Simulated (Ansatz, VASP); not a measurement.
Ge in VASP and in Ansatz

```
CELL_PARAMETERS angstrom
0.00000 2.75805 2.82877
2.89949 0.00000 2.82877
2.89949 2.75805 0.00000
ATOMIC_POSITIONS crystal
Ge 0.50000 0.50000 0.50000
Ge 0.75000 0.75000 0.75000
```

Change from the starting cell: strain +0.0250 x Voigt [1, -1, 0, 0, 0, 0], atoms carried along.

Alike in both runs: task single point; functional PBE; k mesh 14 × 14 × 14; occupations gaussian, width 0.15 eV; no spin polarisation.

```csv
,VASP,Ansatz
version,VASP 6.6.1,Ansatz 0.2.0
potentials or method,"VASP PAW PBE potentials, release 64 (Ge_d), cutoff 520 eV","scalar-relativistic, plane waves, PAW"
valence electrons in the cell,28,28
```

VASP gave:

```
gap on the k mesh at the Fermi level (eV)                     : 0.13
least direct gap on the mesh (eV)                             : 0.17
pressure (GPa)                                                : 3.6
traceless stress, the component that is largest in VASP (GPa) : -1.83
```

Question: What did Ansatz give for the same quantities?

Answer: gap on the k mesh at the Fermi level (eV): 0.13; least direct gap on the mesh (eV): 0.17; pressure (GPa): 3.7; traceless stress, the component that is largest in VASP (GPa): -1.82.

With one functional, cell and mesh, what is left measures potentials, basis and numerics.
